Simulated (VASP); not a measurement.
Ca3Si2N, 6 atoms in the cell. It takes space group Fmmm (No. 69, orthorhombic). The conventional cell has a = 5.005 Å, b = 10.244 Å, c = 14.945 Å, α = 90.00°, β = 90.00°, γ = 90.00°. Within 2.9 Å of Ca (site symmetry mm2) lie 1 N at 2.21 Å. Within 3.4 Å of Ca (site symmetry mmm) lie 2 N at 2.50 Å and 4 Si at 2.85 Å and 4 Ca at 3.34 Å. Within 3.3 Å of Si (site symmetry 2/m) lie 2 Si at 2.50 Å and 2 Ca at 2.85 Å and 2 N at 2.85 Å. N (site symmetry mmm) has 4 Ca at 2.21 to 2.50 Å and 4 Si at 2.85 Å within 2.9 Å. The cell was generated, and may not be a known phase.

* Program: VASP 6.6.1
* Task: single point
* Functional: PBE
* Potentials or basis: VASP PAW PBE potentials, release 64 (Ca_sv, Si, N)
* Cutoff: 520 eV
* k mesh: 4 × 4 × 4
* Occupations: gaussian, width 0.1 eV
* Spin: collinear spin, ferromagnetic start
* Starting moments: [0.0, 0.0, 0.0, 0.0, 0.0, 1.0] μB
* Dipole correction: no
* Further INCAR settings: ALGO = Normal; EDIFF = 1e-07; NBANDS = 34

Potentials or basis: VASP PAW PBE potentials, release 64 (Ca_sv, Si, N).

Run with:

```sh
$ cat potpaw_PBE.64/Ca_sv/POTCAR potpaw_PBE.64/Si/POTCAR potpaw_PBE.64/N/POTCAR > POTCAR
$ mpirun -np 1 vasp_std > vasp.out
```

Hardware: 1 thread of Intel(R) Xeon(R) Platinum 8488C (Sapphire Rapids), with other jobs on the host.

Q: How long does it take, and how much memory?

A: It took 8.7 min on 1 thread of Intel(R) Xeon(R) Platinum 8488C (Sapphire Rapids), with other jobs on the host, peak memory 0.64 GiB. Counts: scf iterations 18, k points 18.
